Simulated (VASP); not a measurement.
HfSi (zincblende type), 2 atoms in the cell. The structure is cubic, space group F-43m (No. 216). Conventional cell: a = 5.135 Å, b = 5.135 Å, c = 5.135 Å, α = 90.00°, β = 90.00°, γ = 90.00°. Within 2.9 Å of Hf (site symmetry -43m) lie 4 Si at 2.22 Å. Si (site symmetry -43m) has 4 Hf at 2.22 Å within 2.9 Å.  This cell differs from its parent crystal: volume scaled by 0.65.

| Item | Value |
| --- | --- |
| Program | VASP 6.6.1 |
| Task | single point |
| Functional | LDA |
| Potentials or basis | VASP PAW LDA potentials, release 64 (Hf_pv, Si) |
| Cutoff | 520 eV |
| k mesh | 12 × 12 × 12 |
| Occupations | fermi-dirac, width 0.08 eV |
| Spin | no spin polarisation |
| Dipole correction | no |
| Further INCAR settings | ALGO = Normal; EDIFF = 1e-07; NBANDS = 14 |

Potentials or basis: VASP PAW LDA potentials, release 64 (Hf_pv, Si).

The run is started by

```sh
$ cat potpaw_LDA.64/Hf_pv/POTCAR potpaw_LDA.64/Si/POTCAR > POTCAR
$ mpirun -np 1 vasp_std > vasp.out
```

Hardware: 1 thread of AMD EPYC 7R13 Processor (Zen 3), on a shared host.

**Question.** How long does it take, and how much memory?

**Answer.** It took 37 s on 1 thread of AMD EPYC 7R13 Processor (Zen 3), on a shared host, peak memory 0.13 GiB. Counts: scf iterations 13, k points 72.
